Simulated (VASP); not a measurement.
# Ba2F (R3m) in VASP: single point with PBE

Aim: the single point of Ba2F with PBE.

Program: VASP 6.6.1. These are calculated values, not measurements. Logs are shortened: lines on timing, memory, paths and dates and some standing lists are left out, and cuts for length are marked.

## 1. The cell of the first run

It takes space group R3m (No. 160, trigonal). Conventional cell: a = 4.437 Å, b = 4.437 Å, c = 26.103 Å, α = 90.00°, β = 90.00°, γ = 120.00°. Within 3.4 Å of Ba (site symmetry 3m) lie 3 F at 2.56 Å. Ba (site symmetry 3m) has 10 Ba at 4.44 to 4.88 Å and 6 F at 4.94 to 5.16 Å within 5.8 Å. Within 3.4 Å of F (site symmetry 3m) lie 3 Ba at 2.56 Å.

## 2. Single point, PBE

The input, INCAR:

```
SYSTEM = Ba2F
ALGO = Normal ; EDIFF = 1E-7
ENCUT = 520 ; GGA = PE
ISIF = 2 ; ISMEAR = 0
LASPH = .True. ; LCHARG = .False.
LREAL = .False. ; LWAVE = .False.
NBANDS = 20 ; NELM = 100
PREC = Accurate ; SIGMA = 0.1
```

The input, KPOINTS:

```
k-points
0
Gamma
  12 12 12
  0 0 0
```

The input, POSCAR:

```
Ba2F
1.0
    2.2185589542      1.2808856094      8.7009614267
   -2.2185589542      1.2808856094      8.7009614267
    0.0000000000     -2.5617712188      8.7009614267
Ba F
2 1
Direct
    0.2744403447      0.2744403447      0.2744403447
    0.4485813115      0.4485813115      0.4485813115
    0.9436783437      0.9436783437      0.9436783437
```

Potentials or basis: VASP PAW PBE potentials, release 64 (Ba_sv, F).

Started as:

```
$ cat potpaw_PBE.64/Ba_sv/POTCAR potpaw_PBE.64/F/POTCAR > POTCAR
$ mpirun -np 1 vasp_std > vasp.out
```

OUTCAR:

```text
SYSTEM = Ba2F
   EDIFF = 1E-7
   ENCUT = 520
   GGA = PE
   ISIF = 2
   ISMEAR = 0
   LASPH = .True.
   LREAL = .False.
   NELM = 100
   PREC = Accurate

 ion  position               nearest neighbor table
   1  0.274  0.274  0.274-   3 2.56   3 2.56   3 2.56   2 4.55
   2  0.449  0.449  0.449-   1 4.55
   3  0.944  0.944  0.944-   1 2.56   1 2.56   1 2.56

  LATTYP: Found a trigonal (rhomboedric) cell.
 ALAT       =     9.0702481513
 COS(alpha) =     0.8803442412

  Lattice vectors:

 A1 = (   2.2185589542,   1.2808856094,   8.7009614267)
 A2 = (  -2.2185589542,   1.2808856094,   8.7009614267)
 A3 = (   0.0000000000,  -2.5617712188,   8.7009614267)

Analysis of symmetry for initial positions (statically):
=====================================================================
 Subroutine PRICEL returns:
 Original cell was already a primitive cell.

 Routine SETGRP: Setting up the symmetry group for a
 trigonal (rhombohedral) supercell.

 Subroutine GETGRP returns: Found  6 space group operations
 (whereof  6 operations were pure point group operations)
 out of a pool of 12 trial point group operations.

The static configuration has the point symmetry C_3v.

Analysis of symmetry for dynamics (positions and initial velocities):
=====================================================================
 Subroutine PRICEL returns:
 Original cell was already a primitive cell.

 Routine SETGRP: Setting up the symmetry group for a
 trigonal (rhombohedral) supercell.

 Subroutine GETGRP returns: Found  6 space group operations
 (whereof  6 operations were pure point group operations)
 out of a pool of 12 trial point group operations.

The dynamic configuration has the point symmetry C_3v.

 Subroutine INISYM returns: Found  6 space group operations
 (whereof  6 operations are pure point group operations),
 and found     1 'primitive' translations

----------------------------------------------------------------------------------------

                                     Primitive cell

  volume of cell :     148.3542

  direct lattice vectors                    reciprocal lattice vectors
     2.218558954  1.280885609  8.700961427     0.225371518  0.130118307  0.038309943
    -2.218558954  1.280885609  8.700961427    -0.225371518  0.130118307  0.038309943
     0.000000000 -2.561771219  8.700961427     0.000000000 -0.260236614  0.038309943

  length of vectors
     9.070248151  9.070248151  9.070248151     0.263041340  0.263041340  0.263041340

  position of ions in fractional coordinates (direct lattice)
     0.274440345  0.274440345  0.274440345
     0.448581311  0.448581311  0.448581311
     0.943678344  0.943678344  0.943678344

  ion indices of the primitive-cell ions
   primitive index   ion index
                 1           1
                 2           2
                 3           3

----------------------------------------------------------------------------------------

 KPOINTS: k-points

Automatic generation of k-mesh.
 Grid dimensions read from file:
 generate k-points for:   12   12   12

 Generating k-lattice:

  Cartesian coordinates                     Fractional coordinates (reciprocal lattice)
     0.018780960  0.010843192  0.003192495     0.083333333  0.000000000  0.000000000
    -0.018780960  0.010843192  0.003192495     0.000000000  0.083333333  0.000000000
     0.000000000 -0.021686384  0.003192495     0.000000000  0.000000000  0.083333333

  Length of vectors
     0.021920112  0.021920112  0.021920112

  Shift w.r.t. Gamma in fractional coordinates (k-lattice)
     0.000000000  0.000000000  0.000000000

 Subroutine IBZKPT returns following result:
 ===========================================

 Found    189 irreducible k-points:

 Following reciprocal coordinates:
            Coordinates               Weight
  0.000000  0.000000  0.000000      1.000000
  0.083333  0.000000  0.000000      6.000000
  0.166667  0.000000  0.000000      6.000000
  0.250000 -0.000000  0.000000      6.000000
  0.333333  0.000000  0.000000      6.000000
  0.416667 -0.000000  0.000000      6.000000
[... 16 lines left out ...]
  0.500000  0.166667  0.000000     12.000000
 -0.416667  0.166667  0.000000     12.000000
 [... further k-points ...]
   k-points           NKPTS =    189   k-points in BZ     NKDIM =    189   number of bands    NBANDS=     20
   number of dos      NEDOS =    301   number of ions     NIONS =      3
   total plane-waves  NPLWV = 343000
   dimension x,y,z NGX =    70 NGY =   70 NGZ =   70
   dimension x,y,z NGXF=   140 NGYF=  140 NGZF=  140
   ions per type =               2   1
   NGX,Y,Z   is equivalent  to a cutoff of  12.83, 12.83, 12.83 a.u.
   NGXF,Y,Z  is equivalent  to a cutoff of  25.66, 25.66, 25.66 a.u.
 SYSTEM =  Ba2F
   PREC   = accura    normal or accurate (medium, high low for compatibility)
   ISTART =      0    job   : 0-new  1-cont  2-samecut
   ICHARG =      2    charge: 1-file 2-atom 10-const
   ISPIN  =      1    spin polarized calculation?
   LNONCOLLINEAR =      F non collinear calculations
   LSORBIT =      F    spin-orbit coupling
   LASPH  =      T    aspherical Exc in radial PAW
   ENCUT  =  520.0 eV  38.22 Ry    6.18 a.u.  16.86 16.86 16.86*2*pi/ulx,y,z
   NELM   =    100;   NELMIN=  2; NELMDL= -5     # of ELM steps
   EDIFF  = 0.1E-06   stopping-criterion for ELM
   LREAL  =      F    real-space projection
   EDIFFG = 0.1E-05   stopping-criterion for IOM
   NSW    =      0    number of steps for IOM
   IBRION =     -1    ionic relax: 0-MD 1-quasi-New 2-CG
   NFREE  =      0    steps in history (QN), initial steepest desc. (CG)
   ISIF   =      2    stress and relaxation
   ISYM   =      2    0-nonsym 1-usesym 2-fastsym
   POTIM  = 0.5000    time-step for ionic-motion
   TEBEG  =    0.0;   TEEND  =   0.0 temperature during run
   PSTRESS=    0.0 pullay stress
   NELECT =      27.0000    total number of electrons
   NUPDOWN=      -1.0000    fix difference up-down
   EMIN   =  10.00;   EMAX   =-10.00  energy-range for DOS
   EFERMI =   0.00;   METHOD = LEGACY
   ISMEAR =     0;   SIGMA  =   0.10  broadening in eV -4-tet -1-fermi 0-gaus
   EFERMI_NEDOS =   21; number of points for ismear=-14 and -15
   IALGO  =     38    algorithm
   IMIX   =      4    mixing-type and parameters
     AMIX     =   0.40;   BMIX     =  1.00
     AMIX_MAG =   1.60;   BMIX_MAG =  1.00
  volume/ion in A,a.u.               =      49.45       333.71
  Fermi-wavevector in a.u.,A,eV,Ry     =   0.927747  1.753187 11.710727  0.860714
  Thomas-Fermi vector in A             =   2.053850
   LORBIT       =      0    0 simple, 1 ext, 2 COOP (PROOUT), +10 PAW based schemes
   GGA     = PE    functional components
   LHFCALC =     F    Hartree Fock is set to
   AEXX    =    0.0000 exact exchange contribution
   IVDW    =     0    specifies the selected vdW correction
   LEPSILON=     F    determine dielectric tensor
   LRPA    =     F    only Hartree local field effects (RPA)
 non-spin polarized calculation
 Gauss-broadening in eV      SIGMA  =   0.10
  energy-cutoff  :      520.00
  volume of cell :      148.35
 maximum number of plane-waves:      4016
 NGX is ok and might be reduce to    70
   NGX = 33   NGY = 33   NGZ = 33

 number of electron      27.0000000 magnetization

 Free energy of the ion-electron system (eV)
  ---------------------------------------------------
  ext. energy  EPLUGINS =         0.00000000
  ---------------------------------------------------
  free energy    TOTEN  =       -10.68198385 eV

  energy without entropy =      -10.65968157  energy(sigma->0) =      -10.67083271

 E-fermi :   1.5557     XC(G=0):  -7.1092

 val. band max:        1.5538295373   @ k =  -0.3333   0.4167   0.1667
 cond. band min:       1.5578738731   @ k =  -0.1667   0.4167   0.1667
 fundamental gap:      0.0040443358
 Fermi energy:         1.5557105803

 k-point     1 :       0.0000    0.0000    0.0000
  band No.  band energies     occupation
      1     -27.6483      2.00000
      2     -27.6368      2.00000
      3     -23.1381      2.00000
      4     -12.9114      2.00000
      5     -12.6902      2.00000
      6     -12.6805      2.00000
[... 12 lines left out ...]
     19       4.7488      0.00000
     20       4.7488      0.00000

 k-point     2 :       0.0833    0.0000    0.0000
  band No.  band energies     occupation
      1     -27.6447      2.00000
      2     -27.6308      2.00000
      3     -23.1545      2.00000
      4     -12.9054      2.00000
      5     -12.6924      2.00000
      6     -12.6888      2.00000
[... 12 lines left out ...]
     19       4.5734      0.00000
     20       4.6704      0.00000

 k-point     3 :       0.1667    0.0000    0.0000
  band No.  band energies     occupation
      1     -27.6377      2.00000
      2     -27.6113      2.00000
      3     -23.1992      2.00000
      4     -12.8890      2.00000
      5     -12.7245      2.00000
      6     -12.7150      2.00000
[... 12 lines left out ...]
     19       4.1660      0.00000
     20       4.5117      0.00000

 k-point     4 :       0.2500   -0.0000    0.0000
  band No.  band energies     occupation
      1     -27.6301      2.00000
      2     -27.5822      2.00000
      3     -23.2605      2.00000
      4     -12.8667      2.00000
      5     -12.8040      2.00000
      6     -12.7674      2.00000
[... 12 lines left out ...]
     19       4.1229      0.00000
     20       4.3979      0.00000

 k-point     5 :       0.3333    0.0000    0.0000
  band No.  band energies     occupation
      1     -27.6227      2.00000
      2     -27.5521      2.00000
      3     -23.3222      2.00000
      4     -12.8963      2.00000
      5     -12.8392      2.00000
      6     -12.8094      2.00000
[... 12 lines left out ...]
     19       4.1432      0.00000
     20       4.4160      0.00000
[... 353 lines left out ...]
      6     -12.8213      2.00000
[... 12 lines left out ...]
     19       3.9392      0.00000
     20       4.5917      0.00000

 k-point    22 :       0.4167    0.1667    0.0000
  band No.  band energies     occupation
      1     -27.6200      2.00000
      2     -27.5410      2.00000
      3     -23.3446      2.00000
      4     -12.9156      2.00000
      5     -12.8943      2.00000
      6     -12.8200      2.00000
[... 12 lines left out ...]
     19       3.7462      0.00000
     20       4.5142      0.00000

 k-point    23 :       0.5000    0.1667    0.0000
  band No.  band energies     occupation
      1     -27.6155      2.00000
      2     -27.5213      2.00000
      3     -23.3839      2.00000
      4     -12.9667      2.00000
      5     -12.9361      2.00000
      6     -12.8071      2.00000
[... 12 lines left out ...]
     19       3.6140      0.00000
     20       4.3977      0.00000

 k-point    24 :      -0.4167    0.1667    0.0000
  band No.  band energies     occupation
      1     -27.6138      2.00000
      2     -27.5140      2.00000
      3     -23.3983      2.00000
      4     -12.9852      2.00000
      5     -12.9514      2.00000
      6     -12.8044      2.00000
[... 12 lines left out ...]
     19       3.6088      0.00000
     20       4.3723      0.00000

 [... further k-points ...]

------------------------ aborting loop because EDIFF is reached ----------------------------------------

  FORCE on cell =-STRESS in cart. coord.  units (eV):
  Direction    XX          YY          ZZ          XY          YZ          ZX
  --------------------------------------------------------------------------------------
  -------------------------------------------------------------------------------------
  Total        0.4277255      0.4277255      0.0001847      0.0000000      0.0000000      0.0000000
  in kB        4.6192976      4.6192976      0.0019943      0.0000000      0.0000000      0.0000000
  external PRESSURE =       3.0801965 kB  Pullay stress =       0.0000000 kB

 VOLUME and BASIS-vectors are now :
 -----------------------------------------------------------------------------
  energy-cutoff  :      520.00
  volume of cell :      148.35
      direct lattice vectors                 reciprocal lattice vectors
     2.218558954  1.280885609  8.700961427     0.225371518  0.130118307  0.038309943
    -2.218558954  1.280885609  8.700961427    -0.225371518  0.130118307  0.038309943
     0.000000000 -2.561771219  8.700961427     0.000000000 -0.260236614  0.038309943

 POSITION                                       TOTAL-FORCE (eV/Angst)
 -----------------------------------------------------------------------------------
      0.00000      0.00000      7.16368         0.000000      0.000000     -0.010279
      0.00000      0.00000     11.70927         0.000000      0.000000      0.000184
      0.00000      0.00000     24.63273         0.000000      0.000000      0.010095
 -----------------------------------------------------------------------------------
    total drift:                                0.000000     -0.000000     -0.000102

  FREE ENERGIE OF THE ION-ELECTRON SYSTEM (eV)
  ---------------------------------------------------
  free  energy   TOTEN  =       -10.6819838525 eV

  energy  without entropy=      -10.6596815689  energy(sigma->0) =      -10.67083271
```

It took 27 min on 1 thread of Intel Xeon 6975P-C (Granite Rapids), shared host; peak memory 0.98 GiB.

What came out:

| Item | Value |
| --- | --- |
| Free energy | -10.6820 eV |
| Pressure | 0.3 GPa |
| Largest force | 0.010 eV/Å |
| Band gap on the k mesh | zero (an odd number of electrons rules out a gap without spin polarisation) |

Forces in eV/Å, atoms in the order of the input:
```
Ba   0.000  0.000 -0.010
Ba   0.000  0.000  0.000
F    0.000  0.000  0.010
```

Stress tensor (GPa, compression positive):
```
0.46 0.00 0.00
0.00 0.46 0.00
0.00 0.00 0.00
```

Caveat: spin-orbit coupling is left out, which moves the levels of the heavy elements; an odd number of electrons without spin polarisation forces a metal; a magnetic or distorted state may lie lower.
